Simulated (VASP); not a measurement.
The system is B.

```
B
1.0
     2.44925    1.41407    4.18169
    -2.44925    1.41407    4.18169
     0.00000   -2.82815    4.18169
B
12
Cartesian
  -1.5768 0.9104 2.8211
  0.0000 -1.8207 2.8211
  1.5768 0.9104 2.8211
  1.5768 -0.9104 9.7240
  -1.5768 -0.9104 9.7240
  0.0000 1.8207 9.7240
  -1.0032 0.5792 4.4856
  0.0000 -1.1583 4.4856
  1.0032 0.5792 4.4856
  1.0032 -0.5792 8.0595
  -1.0032 -0.5792 8.0595
  0.0000 1.1583 8.0595
```

Base run:

| Property | Result |
| --- | --- |
| Program | VASP 6.6.1 |
| Functional | PBE0 |
| Potentials or basis | VASP PAW PBE potentials, release 64 (B) |
| Cutoff | 520 eV |
| k mesh | 5 × 5 × 5 |
| Occupations | fermi-dirac, width 0.01 eV |
| Spin | no spin polarisation |

Its results: band gap on the k mesh 2.74 eV (least direct gap 3.10 eV); pressure -3.3 GPa; largest force 0.145 eV/Å.

The run is repeated on the same cell with these changes: functional from PBE0 to r2SCANh; share of exact exchange from 0.25 to 0.1. What comes out?

Band gap on the k mesh 2.08 eV (least direct gap 2.44 eV); pressure -1.9 GPa; largest force 0.164 eV/Å.

Caveats: the PAW data sets were made with another functional, which shifts forces and pressure a little; the cell stands under tension (at least some runs).

A k mesh can miss the band edges.
